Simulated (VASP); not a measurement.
# CaO: single point with PBE+D4

CaO:

```
Ca O
1.0
     0.00000    2.41546    2.41546
     2.41546    0.00000    2.41546
     2.41546    2.41546    0.00000
Ca O
1 1
Direct
  0.00027 0.99511 0.99820
  0.49973 0.50489 0.50180
```

```
Program                : VASP 6.6.1
Task                   : single point
Functional             : PBE
Dispersion             : D4
Potentials or basis    : VASP PAW PBE potentials, release 64 (Ca_sv, O)
Cutoff                 : 520 eV
k mesh                 : 8 × 8 × 8
Occupations            : gaussian, width 0.05 eV
Spin                   : no spin polarisation
Dipole correction      : no
Further INCAR settings : ALGO = Normal; EDIFF = 1e-06; NBANDS = 15
```

```
Pressure                   : -1.4 GPa
Largest force              : 0.114 eV/Å
Band gap on the k mesh     : 3.65 eV, indirect (least direct gap 4.02 eV)
Dispersion energy per atom : -0.161 eV
```

Forces on the atoms (eV/Å):
```
Ca   0.092  0.021  0.063
O   -0.092 -0.021 -0.063
```

Stress tensor (GPa, compression positive):
```
-1.36 -0.01 -0.02
-0.01 -1.51  0.00
-0.02  0.00 -1.44
```

Levels at points of the mesh, in eV from the valence-band top:
```
           k point  band 4  band 5  band 6  band 7  band 8  band 9  band 10  band 11  band 12  band 13
(0.00, 0.00, 0.00)  -18.47  -15.50    0.00    0.00    0.00    4.59     6.19     6.20     6.20     7.67
(0.50, 0.00, 0.00)  -18.52  -14.36   -2.60   -1.17   -1.16    6.98     8.22     8.28     8.44    10.30
(0.00, 0.50, 0.00)  -18.52  -14.36   -2.60   -1.17   -1.17    6.98     8.24     8.28     8.42    10.30
(0.00, 0.00, 0.50)  -18.52  -14.36   -2.60   -1.17   -1.17    6.98     8.22     8.28     8.44    10.30
(0.50, 0.50, 0.50)  -18.52  -14.36   -2.60   -1.17   -1.17    6.98     8.27     8.28     8.41    10.30
(0.50, 0.50, 0.00)  -18.68  -15.26   -1.30   -0.38   -0.37    3.65     7.93     8.81     9.44     9.44
(0.00, 0.50, 0.50)  -18.68  -15.26   -1.30   -0.38   -0.37    3.65     7.93     8.81     9.44     9.44
(0.50, 0.00, 0.50)  -18.68  -15.26   -1.30   -0.38   -0.37    3.66     7.93     8.82     9.44     9.44
```

Run time: 69 s on 1 thread of AMD EPYC 9R45 96-Core Processor (Zen 5) (shared host), peak memory 0.21 GiB.

A k mesh can miss the band edges. PBE gaps usually lie below the measured ones, often by a third to a half.
